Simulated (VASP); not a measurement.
Here is a VASP 6.6.1 calculation.

The input INCAR:

```
SYSTEM = Mn
PREC = Accurate ; ENCUT = 600
EDIFF = 1E-6 ; ISMEAR = -1
SIGMA = 0.05 ; LREAL = .FALSE.
LASPH = .TRUE. ; NELM = 200
ALGO = Normal ; ISIF = 2
LWAVE = .FALSE. ; LCHARG = .TRUE.
ISPIN = 2 ; MAGMOM = 2 2
LORBIT = 11 ; NUPDOWN = 4.0
LMAXMIX = 4 ; GGA = PS
LELF = .TRUE. ; LVHAR = .TRUE.
NBANDS = 26 ; GGA_COMPAT = .FALSE.
```

The input KPOINTS:

```
Automatic mesh
0
G
  10 10 6
  0 0 0
```

POSCAR

```
Mn
1.0
    2.4836457705      0.0000000000      0.0000000000
   -1.2418228853      2.1509003313      0.0000000000
    0.0000000000      0.0000000000      4.0261950000
Mn
2
Direct
    0.3333333333      0.6666666667      0.2500000000
    0.6666666667      0.3333333333      0.7500000000
```

Potentials or basis: VASP PAW PBE potentials, release 64 (Mn_sv).

Run with:

```console
$ cat potpaw_PBE.64/Mn_sv/POTCAR > POTCAR
$ mpirun -np 1 vasp_std > vasp.out
```

Task: What does it give for the pressure?

Result: 13.0 GPa.

Stress tensor (GPa, compression positive):
```
10.81  0.00  0.00
 0.00 10.81  0.00
 0.00  0.00 17.46
```

Caveat: the cell stands under pressure; the PAW data sets were made with another functional, which shifts forces and pressure a little; the total moment is fixed, so each spin has its own Fermi level.
